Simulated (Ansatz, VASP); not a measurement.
## One calculation of HfO2, two programs

```xyz
6
Lattice="3.6448 0.0000 0.0000 0.0000 3.6448 0.0000 0.0000 0.0000 5.2981" Properties=species:S:1:pos:R:3 pbc="T T T"
Hf    1.8224    1.8224    2.6490
Hf    0.0000    0.0000    0.0000
O     0.0000    1.8224    3.6939
O     1.8224    0.0000    4.2532
O     1.8224    0.0000    1.6042
O     0.0000    1.8224    1.0448
```

Alike in both runs: task single point; functional PBE; dispersion D3(BJ); k mesh 6 × 6 × 4; no spin polarisation.

```csv
,VASP,Ansatz
version,VASP 6.6.1,Ansatz 0.2.0
potentials or method,"VASP PAW PBE potentials, release 64 (Hf_pv, O), cutoff 520 eV","plane waves, PAW"
occupations,"gaussian, width 0.01 eV",fixed
valence electrons in the cell,44,76
```

Ansatz gave:

```
pressure (GPa)                                                : -10.6
traceless stress, the component that is largest in VASP (GPa) : 0.88
```

Problem. Estimate VASP's values.

Solution. Pressure (GPa): -13.6; traceless stress, the component that is largest in VASP (GPa): 1.00.

VASP's potentials hold 44 valence electrons a cell and Ansatz's 76, so a difference there can come from the potentials and not from the codes.

Neither program's run includes spin-orbit coupling.
